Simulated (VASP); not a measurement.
A run of VASP 6.6.1 is set up as follows.

Contents of POSCAR:

```
FeSi
1.0
    3.9463905743      0.0000000000      0.0000000000
    0.0000000000      3.9463905743      0.0000000000
    0.0000000000      0.0000000000      3.9463905743
Fe Si
4 4
Direct
    0.1436113690      0.1436113690      0.1436113690
    0.3563886310      0.8563886310      0.6436113690
    0.6436113690      0.3563886310      0.8563886310
    0.8563886310      0.6436113690      0.3563886310
    0.8443989367      0.8443989367      0.8443989367
    0.6556010633      0.1556010633      0.3443989367
    0.3443989367      0.6556010633      0.1556010633
    0.1556010633      0.3443989367      0.6556010633
```

File INCAR.step1:

```
SYSTEM = FeSi
PREC = Accurate
ENCUT = 520
ISMEAR = 0
SIGMA = 0.05
LREAL = .FALSE.
LASPH = .TRUE.
NELM = 100
GGA = PE
ALGO = Normal
EDIFF = 1E-4
LWAVE = .TRUE.
LCHARG = .FALSE.
KPAR = 4
```

INCAR.step2

```
SYSTEM = FeSi
PREC = Accurate
ENCUT = 520
EDIFF = 1E-6
ISMEAR = 0
SIGMA = 0.05
LREAL = .FALSE.
LASPH = .TRUE.
NELM = 100
ALGO = Normal
ISIF = 2
LWAVE = .FALSE.
LCHARG = .FALSE.
METAGGA = R2SCAN
LMIXTAU = .TRUE.
IBRION = 2
NSW = 60
EDIFFG = -0.01
ISTART = 1
KPAR = 4
```

Contents of KPOINTS:

```
Automatic mesh
0
G
  8 8 8
  0 0 0
```

Potentials or basis: VASP PAW PBE potentials, release 64 (Fe, Si).

The run is started by

```bash
$ cat potpaw_PBE.64/Fe/POTCAR potpaw_PBE.64/Si/POTCAR > POTCAR
$ cp INCAR.step1 INCAR
$ mpirun -np 4 vasp_std > vasp.out
$ cp INCAR.step2 INCAR
$ mpirun -np 4 vasp_std > vasp.out
```

Question: Estimate the energy gained by relaxing.

Answer: 0.6 meV/atom.

Question: Estimate the band gap on the k mesh.

Answer: 0.30 eV (least direct gap 0.33 eV).

Forces in eV/Å, atoms in the order of the input:
```
Fe   0.001  0.001  0.001
Fe  -0.001 -0.001  0.001
Fe   0.001 -0.001 -0.001
Fe  -0.001  0.001 -0.001
Si   0.003  0.003  0.003
Si  -0.003 -0.003  0.003
Si   0.003 -0.003 -0.003
Si  -0.003  0.003 -0.003
```

Caveat: the PAW data sets were made with another functional, which shifts forces and pressure a little. A k mesh can miss the band edges.
